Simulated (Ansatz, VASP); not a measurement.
# One calculation of Se, two programs

File INCAR:

```
SYSTEM = Se
PREC     = Accurate       ! precision mode
ENCUT    = 520            ! plane-wave cutoff, eV
EDIFF    = 1E-6           ! SCF threshold, eV
ISMEAR   = -1             ! smearing method
SIGMA    = 0.1            ! smearing width, eV
LREAL    = .FALSE.        ! projectors in reciprocal space
LASPH    = .TRUE.         ! aspherical terms in the spheres
NELM     = 80             ! most SCF steps
ALGO     = Normal         ! electronic algorithm
ISIF     = 2              ! what is computed and relaxed
LWAVE    = .FALSE.        ! write WAVECAR
LCHARG   = .FALSE.        ! write CHGCAR
GGA      = B5             ! functional
ALDAX    = 1.0          
AGGAX    = 1.0          
AGGAC    = 1.0          
ALDAC    = 0.0          
NBANDS   = 13             ! bands
```

KPOINTS

```
Automatic mesh
0
G
  11 11 9
  0 0 0
```

The input POSCAR:

```
Se
1.0
    3.7263634841      0.0000000000      0.0000000000
   -1.8631817421      3.2271254409      0.0000000000
    0.0000000000      0.0000000000      3.7877524715
Se
2
Direct
    0.3333333333      0.6666666667      0.2500000000
    0.6666666667      0.3333333333      0.7500000000
```

Input for Ansatz:

```yaml
crystal:
  lattice:
    - [3.7263634841, 0.0, 0.0]
    - [-1.8631817421, 3.2271254409, 0.0]
    - [0.0, 0.0, 3.7877524715]
  atoms:
    - { symbol: Se, position: [0.3333333333, 0.6666666667, 0.25] }
    - { symbol: Se, position: [0.6666666667, 0.3333333333, 0.75] }
hamiltonian:
  xc: blyp
  pseudopotentials:
    kind: paw
    azcp:
      Se: "pseudopotentials/Se.paw.azcp"
basis:
  ecutwfc: 420
  fft_grid_basis: typed
kpoints:
  mp_grid: { grid: [11, 11, 9], shift: [0, 0, 0] }
magnetization:
  spin_polarized: false
scf:
  occupations: { method: fermi_dirac, width: 0.1 }
  lower_state_search: "off"
output:
  stress: true
  write_density: true
  write_potential: true
  elf: true
  volumetric_format: npy
```

Alike in both runs: task single point; functional BLYP; k mesh 11 × 11 × 9; occupations fermi-dirac, width 0.1 eV; no spin polarisation.

|  | VASP | Ansatz |
| --- | --- | --- |
| version | VASP 6.6.1 | Ansatz 0.2.0 |
| potentials or method | VASP PAW PBE potentials, release 64 (Se), cutoff 520 eV | plane waves (420 eV) with PAW, scalar-relativistic |
| valence electrons in the cell | 12 | 32 |

Ansatz gave:

* pressure (GPa): 5.1
* traceless stress, the component that is largest in VASP (GPa): 1.02

Question: Estimate VASP's values.

Answer: Pressure (GPa): 5.3; traceless stress, the component that is largest in VASP (GPa): 1.09.

VASP's potentials were made for PBE, not for BLYP. With one functional, cell and mesh, what is left measures potentials, basis and numerics. VASP's potentials hold 12 valence electrons a cell and Ansatz's 32, so a difference there can come from the potentials and not from the codes.
